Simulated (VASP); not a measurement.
# TePb (Fm-3m) in VASP: notebook, part 3 of 3

VASP 6.6.1.

**5. Single point, PBEsol+D3(BJ)**

This run uses another cell than the first one, of 32.38 Å³/atom, 0.960 times its volume.

Input file INCAR:

```
  ALGO = Normal
  EDIFF = 1E-6
  ENCUT = 520
  GGA = PS
  ISIF = 2
  ISMEAR = -1
  IVDW = 12
  LASPH = True
  LCHARG = False
  LREAL = False
  LWAVE = False
  NBANDS = 17
  NELM = 80
  PREC = Accurate
  SIGMA = 0.05
```

Input file KPOINTS:

```
k-points
0
Gamma
  7 7 7
```

Input file POSCAR:

```
TePb
1.0
    0.0000000000      3.1873324849      3.1873324849
    3.1873324849      0.0000000000      3.1873324849
    3.1873324849      3.1873324849      0.0000000000
Pb Te
1 1
Direct
    0.0000000000      0.0000000000      0.0000000000
    0.5000000000      0.5000000000      0.5000000000
```

Potentials or basis: VASP PAW PBE potentials, release 64 (Pb_d, Te).

Command:

```
cat potpaw_PBE.64/Pb_d/POTCAR potpaw_PBE.64/Te/POTCAR > POTCAR
mpirun -np 1 vasp_std > vasp.out
```

OUTCAR:

```text
EDIFF = 1E-6
   ENCUT = 520
   GGA = PS
   ISIF = 2
   ISMEAR = -1
   IVDW = 12
   LASPH = True
   LREAL = False
   NELM = 80
   PREC = Accurate
 IVDW          = 12

 ion  position               nearest neighbor table
   1  0.000  0.000  0.000-   2 3.19   2 3.19   2 3.19   2 3.19   2 3.19   2 3.19
   2  0.500  0.500  0.500-   1 3.19   1 3.19   1 3.19   1 3.19   1 3.19   1 3.19

  LATTYP: Found a face centered cubic cell.
 ALAT       =     6.3746649698

  Lattice vectors:

 A1 = (   0.0000000000,   3.1873324849,   3.1873324849)
 A2 = (   3.1873324849,   0.0000000000,   3.1873324849)
 A3 = (   3.1873324849,   3.1873324849,   0.0000000000)

Analysis of symmetry for initial positions (statically):
=====================================================================
 Subroutine PRICEL returns:
 Original cell was already a primitive cell.

 Routine SETGRP: Setting up the symmetry group for a
 face centered cubic supercell.

 Subroutine GETGRP returns: Found 48 space group operations
[... 9 lines left out ...]

 Routine SETGRP: Setting up the symmetry group for a
 face centered cubic supercell.

 Subroutine GETGRP returns: Found 48 space group operations
[... 11 lines left out ...]
                                     Primitive cell

  volume of cell :      64.7608

  direct lattice vectors                    reciprocal lattice vectors
     0.000000000  3.187332485  3.187332485    -0.156870989  0.156870989  0.156870989
     3.187332485  0.000000000  3.187332485     0.156870989 -0.156870989  0.156870989
     3.187332485  3.187332485  0.000000000     0.156870989  0.156870989 -0.156870989

  length of vectors
     4.507568828  4.507568828  4.507568828     0.271708524  0.271708524  0.271708524

  position of ions in fractional coordinates (direct lattice)
     0.000000000  0.000000000  0.000000000
     0.500000000  0.500000000  0.500000000

  ion indices of the primitive-cell ions
   primitive index   ion index
                 1           1
                 2           2

----------------------------------------------------------------------------------------

 KPOINTS: k-points

Automatic generation of k-mesh.
 Grid dimensions read from file:
 generate k-points for:    7    7    7

 Generating k-lattice:

  Cartesian coordinates                     Fractional coordinates (reciprocal lattice)
    -0.022410141  0.022410141  0.022410141     0.142857143  0.000000000  0.000000000
     0.022410141 -0.022410141  0.022410141     0.000000000  0.142857143  0.000000000
     0.022410141  0.022410141 -0.022410141     0.000000000  0.000000000  0.142857143

  Length of vectors
     0.038815503  0.038815503  0.038815503

  Shift w.r.t. Gamma in fractional coordinates (k-lattice)
     0.000000000  0.000000000  0.000000000

 Subroutine IBZKPT returns following result:
 ===========================================

 Found     20 irreducible k-points:

 Following reciprocal coordinates:
            Coordinates               Weight
  0.000000  0.000000  0.000000      1.000000
  0.142857  0.000000  0.000000      8.000000
  0.285714  0.000000  0.000000      8.000000
  0.428571  0.000000  0.000000      8.000000
  0.142857  0.142857  0.000000      6.000000
  0.285714  0.142857  0.000000     24.000000
[... 12 lines left out ...]
 -0.428571  0.428571  0.142857     24.000000
 -0.285714  0.428571  0.142857     24.000000
   k-points           NKPTS =     20   k-points in BZ     NKDIM =     20   number of bands    NBANDS=     17
   number of dos      NEDOS =    301   number of ions     NIONS =      2
   total plane-waves  NPLWV =  46656
   dimension x,y,z NGX =    36 NGY =   36 NGZ =   36
   dimension x,y,z NGXF=    72 NGYF=   72 NGZF=   72
   ions per type =               1   1
   NGX,Y,Z   is equivalent  to a cutoff of  13.28, 13.28, 13.28 a.u.
   NGXF,Y,Z  is equivalent  to a cutoff of  26.55, 26.55, 26.55 a.u.
 SYSTEM =  unknown system
   PREC   = accura    normal or accurate (medium, high low for compatibility)
   ISTART =      0    job   : 0-new  1-cont  2-samecut
   ICHARG =      2    charge: 1-file 2-atom 10-const
   ISPIN  =      1    spin polarized calculation?
   LNONCOLLINEAR =      F non collinear calculations
   LSORBIT =      F    spin-orbit coupling
   LASPH  =      T    aspherical Exc in radial PAW
   ENCUT  =  520.0 eV  38.22 Ry    6.18 a.u.   8.38  8.38  8.38*2*pi/ulx,y,z
   NELM   =     80;   NELMIN=  2; NELMDL= -5     # of ELM steps
   EDIFF  = 0.1E-05   stopping-criterion for ELM
   LREAL  =      F    real-space projection
   EDIFFG = 0.1E-04   stopping-criterion for IOM
   NSW    =      0    number of steps for IOM
   IBRION =     -1    ionic relax: 0-MD 1-quasi-New 2-CG
   NFREE  =      0    steps in history (QN), initial steepest desc. (CG)
   ISIF   =      2    stress and relaxation
   ISYM   =      2    0-nonsym 1-usesym 2-fastsym
   POTIM  = 0.5000    time-step for ionic-motion
   TEBEG  =    0.0;   TEEND  =   0.0 temperature during run
   PSTRESS=    0.0 pullay stress
   NELECT =      20.0000    total number of electrons
   NUPDOWN=      -1.0000    fix difference up-down
   EMIN   =  10.00;   EMAX   =-10.00  energy-range for DOS
   EFERMI =   0.00;   METHOD = LEGACY
   ISMEAR =    -1;   SIGMA  =   0.05  broadening in eV -4-tet -1-fermi 0-gaus
   EFERMI_NEDOS =   21; number of points for ismear=-14 and -15
   IALGO  =     38    algorithm
   IMIX   =      4    mixing-type and parameters
     AMIX     =   0.40;   BMIX     =  1.00
     AMIX_MAG =   1.60;   BMIX_MAG =  1.00
  volume/ion in A,a.u.               =      32.38       218.51
  Fermi-wavevector in a.u.,A,eV,Ry     =   1.106575  2.091123 16.660441  1.224508
  Thomas-Fermi vector in A             =   2.243078
   LORBIT       =      0    0 simple, 1 ext, 2 COOP (PROOUT), +10 PAW based schemes
   GGA     = PS    functional components
   LHFCALC =     F    Hartree Fock is set to
   AEXX    =    0.0000 exact exchange contribution
   IVDW    =    12    specifies the selected vdW correction
   LEPSILON=     F    determine dielectric tensor
   LRPA    =     F    only Hartree local field effects (RPA)
 non-spin polarized calculation
  energy-cutoff  :      520.00
  volume of cell :       64.76
 maximum number of plane-waves:      1807
 NGX is ok and might be reduce to    36
   NGX = 17   NGY = 17   NGZ = 17

 number of electron      19.9999999 magnetization

 Free energy of the ion-electron system (eV)
  ---------------------------------------------------
  ext. energy  EPLUGINS =         0.00000000
  ---------------------------------------------------
  free energy    TOTEN  =        -8.25100578 eV

  energy without entropy =       -8.25099914  energy(sigma->0) =       -8.25100246

 E-fermi :   6.3358     XC(G=0):  -9.6545

 val. band max:        5.8830951872   @ k =   0.4286   0.0000   0.0000
 cond. band min:       6.7798679251   @ k =   0.4286   0.0000   0.0000
 fundamental gap:      0.8967727379
 Fermi energy:         6.3358351196

 k-point     1 :       0.0000    0.0000    0.0000
  band No.  band energies     occupation
      1     -10.7029      2.00000
      2     -10.7029      2.00000
      3     -10.6885      2.00000
      4     -10.6885      2.00000
      5     -10.6885      2.00000
      6      -6.3866      2.00000
[... 9 lines left out ...]
     16      11.6605      0.00000
     17      13.0812      0.00000

 k-point     2 :       0.1429    0.0000    0.0000
  band No.  band energies     occupation
      1     -10.7058      2.00000
      2     -10.7058      2.00000
      3     -10.6879      2.00000
      4     -10.6850      2.00000
      5     -10.6850      2.00000
      6      -6.2014      2.00000
[... 9 lines left out ...]
     16      12.0544      0.00000
     17      14.5203      0.00000

 k-point     3 :       0.2857    0.0000    0.0000
  band No.  band energies     occupation
      1     -10.7137      2.00000
      2     -10.7137      2.00000
      3     -10.6869      2.00000
      4     -10.6762      2.00000
      5     -10.6762      2.00000
      6      -5.6748      2.00000
[... 312 lines left out ...]
 k-point    19 :      -0.4286    0.4286    0.1429
  band No.  band energies     occupation
      1     -10.7652      2.00000
      2     -10.6988      2.00000
      3     -10.6925      2.00000
      4     -10.6661      2.00000
      5     -10.6586      2.00000
      6      -4.5562      2.00000
[... 9 lines left out ...]
     16      16.2514      0.00000
     17      16.9726      0.00000

 k-point    20 :      -0.2857    0.4286    0.1429
  band No.  band energies     occupation
      1     -10.7572      2.00000
      2     -10.7057      2.00000
      3     -10.6834      2.00000
      4     -10.6746      2.00000
      5     -10.6587      2.00000
      6      -4.4091      2.00000
[... 9 lines left out ...]
     16      16.2890      0.00000
     17      16.8635      0.00000

------------------------ aborting loop because EDIFF is reached ----------------------------------------

 Edisp (eV)   -0.84111

 E8    (eV) :    -0.5929

  FORCE on cell =-STRESS in cart. coord.  units (eV):
  Direction    XX          YY          ZZ          XY          YZ          ZX
  --------------------------------------------------------------------------------------
  -------------------------------------------------------------------------------------
  Total      -0.25005    -0.25005    -0.25005     0.00000     0.00000    -0.00000
  in kB      -6.18617    -6.18617    -6.18617     0.00000     0.00000    -0.00000
  external pressure =       -6.19 kB  Pullay stress =        0.00 kB

 VOLUME and BASIS-vectors are now :
 -----------------------------------------------------------------------------
  energy-cutoff  :      520.00
  volume of cell :       64.76
      direct lattice vectors                 reciprocal lattice vectors
     0.000000000  3.187332485  3.187332485    -0.156870989  0.156870989  0.156870989
     3.187332485  0.000000000  3.187332485     0.156870989 -0.156870989  0.156870989
     3.187332485  3.187332485  0.000000000     0.156870989  0.156870989 -0.156870989

 POSITION                                       TOTAL-FORCE (eV/Angst)
 -----------------------------------------------------------------------------------
      0.00000      0.00000      0.00000        -0.000000     -0.000000     -0.000000
      3.18733      3.18733      3.18733         0.000000      0.000000      0.000000
 -----------------------------------------------------------------------------------
    total drift:                               -0.000000      0.000000      0.000000

  FREE ENERGIE OF THE ION-ELECTRON SYSTEM (eV)
  ---------------------------------------------------
  free  energy   TOTEN  =        -9.0921107915 eV

  energy  without entropy=       -9.0921041495  energy(sigma->0) =       -9.09210747
```

Run time: 20 s. Hardware: 1 thread of AMD EPYC 7R13 (Zen 3), shared host; peak memory 0.19 GiB.

What came out:

- Free energy: -9.0921 eV
- Pressure: -0.6 GPa
- Dispersion energy per atom: -0.421 eV

Levels at points of the mesh, in eV from the Fermi level:
| k point | band 6 | band 7 | band 8 | band 9 | band 10 | band 11 | band 12 | band 13 | band 14 | band 15 |
| --- | --- | --- | --- | --- | --- | --- | --- | --- | --- | --- |
| (0.00, 0.00, 0.00) | -12.72 | -5.85 | -1.83 | -1.83 | -1.83 | 3.76 | 3.76 | 3.76 | 5.32 | 5.32 |

Caveat: this odd mesh misses L, where the gap lies, so gap, dielectric constants and Born charges aren't listed; the PAW data sets were made with another functional, which shifts forces and pressure a little; spin-orbit coupling is left out, which moves the levels of the heavy elements.

**6. Overview**

| task | level | cell | cutoff (eV) | pressure (GPa) | relaxed volume (Å³/atom) |
| --- | --- | --- | --- | --- | --- |
| relaxation of cell and atoms | BLYP | relaxed from a = 4.569 Å, angles 60.0°, 2 atoms | 600 | 0.0 | 38.29 |
| relaxation of cell and atoms | PBE+D4 | relaxed from a = 4.569 Å, angles 60.0°, 2 atoms | 600 | 0.0 | 33.86 |
| single point | PBEsol+D3(BJ) | a = 4.476 Å, angles 60.0°, 2 atoms | 520 | 0.4 | - |
| single point | PBEsol+D3(BJ) | a = 4.508 Å, angles 60.0°, 2 atoms | 520 | -0.6 | - |

Alike in all rows: potentials or basis VASP PAW PBE potentials, release 64 (Pb_d, Te); no spin polarisation; k mesh 7 × 7 × 7; smearing fermi-dirac 0.05 eV.

Caveats: spin-orbit coupling is left out, which moves the levels of the heavy elements; the PAW data sets were made with another functional, which shifts forces and pressure a little (some runs); the volume moved by +14 % from the deposited cell, more than functionals usually miss (some runs).

Absolute energies hang on the potentials; compare differences alone.
